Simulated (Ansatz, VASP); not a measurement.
# GaSb: VASP beside Ansatz

The input INCAR:

```
  PREC = Accurate
  ENCUT = 520
  EDIFF = 1E-7
  ISMEAR = 0
  SIGMA = 0.1
  LREAL = F
  LASPH = T
  NELM = 100
  ALGO = Normal
  ISIF = 2
  LWAVE = F
  LCHARG = F
  GGA = PE
  NBANDS = 16
```

File KPOINTS:

```
regular mesh
0
Gamma
  12 12 12
```

The input POSCAR:

```
GaSb
1.0
    0.0000000000      3.0950350200      3.0950350200
    3.0950350200      0.0000000000      3.0950350200
    3.0950350200      3.0950350200      0.0000000000
Ga Sb
1 1
Direct
    0.0000000000      0.0000000000      0.0000000000
    0.7500000000      0.7500000000      0.7500000000
```

Input for Ansatz:

```yaml
crystal:
  lattice:
    - [0.0, 3.09503502, 3.09503502]
    - [3.09503502, 0.0, 3.09503502]
    - [3.09503502, 3.09503502, 0.0]
  atoms:
    - { symbol: Ga, position: [0.0, 0.0, 0.0] }
    - { symbol: Sb, position: [0.75, 0.75, 0.75] }
basis:
  ecutwfc: 420
kpoints:
  mp_grid: { grid: [12, 12, 12] }
hamiltonian:
  xc: pbe
scf:
  occupations: { method: gaussian, width: 0.1 }
output:
  forces: true
  stress: true
  eigenvalues: true
```

Alike in both runs: task single point; functional PBE; k mesh 12 × 12 × 12; occupations gaussian, width 0.1 eV; no spin polarisation.

|  | VASP | Ansatz |
| --- | --- | --- |
| version | VASP 6.6.1 | Ansatz 0.2.0 |
| potentials or method | VASP PAW PBE potentials, release 64 (Ga_d, Sb), cutoff 520 eV | scalar-relativistic, plane waves, PAW |
| valence electrons in the cell | 18 | 28 |

|  | VASP | Ansatz | Ansatz less VASP |
| --- | --- | --- | --- |
| gap on the k mesh at the Fermi level (eV) | none | none | - |
| pressure (GPa) | 0.6 | 0.5 | -0.07 |

A gap of «none» marks a metal or a gap that the smearing closes. VASP's potentials hold 18 valence electrons a cell and Ansatz's 28, so a difference there can come from the potentials and not from the codes.

Spin-orbit coupling is off throughout.
